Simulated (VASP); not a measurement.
Input of a VASP 6.6.1 run:

File INCAR:

```
SYSTEM = Ti2Al6H
PREC = Accurate ; ENCUT = 520
EDIFF = 1E-6 ; ISMEAR = 0
SIGMA = 0.1 ; LREAL = .False.
LASPH = .True. ; NELM = 80
ALGO = Normal ; ISIF = 2
LWAVE = .False. ; LCHARG = .False.
LDIPOL = .True. ; IDIPOL = 3
DIPOL = 0.5 0.5 0.309 ; GGA = PE
IVDW = 12 ; NBANDS = 32
```

KPOINTS

```
Automatic mesh
0
Gamma
  6 6 1
  0 0 0
```

Contents of POSCAR:

```
Ti2Al6H
1.0
    5.0241861190      0.0000000000      0.0000000000
    2.1588814530      4.5367033218      0.0000000000
    0.0000000000      0.0000000000     21.2187109014
Al Ti H
6 2 1
Direct
    0.5000000000      0.0000000000      0.1885128658
    0.0000000000      0.5000000000      0.1885128658
    0.0000000000      0.0000000000      0.2517328341
    0.0000000000      0.5000000000      0.3193548961
    0.5000000000      0.0000000000      0.3193548961
    0.5000000000      0.5000000000      0.3826203646
    0.5000000000      0.5000000000      0.2517328341
    0.0000000000      0.0000000000      0.3797002555
    1.0000000000      1.0000000000      0.5004409057
```

Potentials or basis: VASP PAW PBE potentials, release 64 (Al, Ti_sv, H).

Command:

```bash
$ cat potpaw_PBE.64/Al/POTCAR potpaw_PBE.64/Ti_sv/POTCAR potpaw_PBE.64/H/POTCAR > POTCAR
$ mpirun -np 1 vasp_std > vasp.out
```

Problem. What does it give for the dispersion energy per atom?

Solution. -0.227 eV.

Problem. Estimate the largest force.

Solution. 1.839 eV/Å.

Problem. Estimate the band gap on the k mesh.

Solution. Zero (an odd number of electrons rules out a gap without spin polarisation).

Forces on the atoms (eV/Å):
```
Al   0.000  0.000  0.502
Al   0.000  0.000  0.502
Al   0.000  0.000 -0.511
Al   0.000  0.000 -0.075
Al   0.000  0.000 -0.075
Al   0.000  0.000  0.342
Ti   0.000  0.000 -0.614
Ti   0.000  0.000  1.768
H    0.000  0.000 -1.839
```
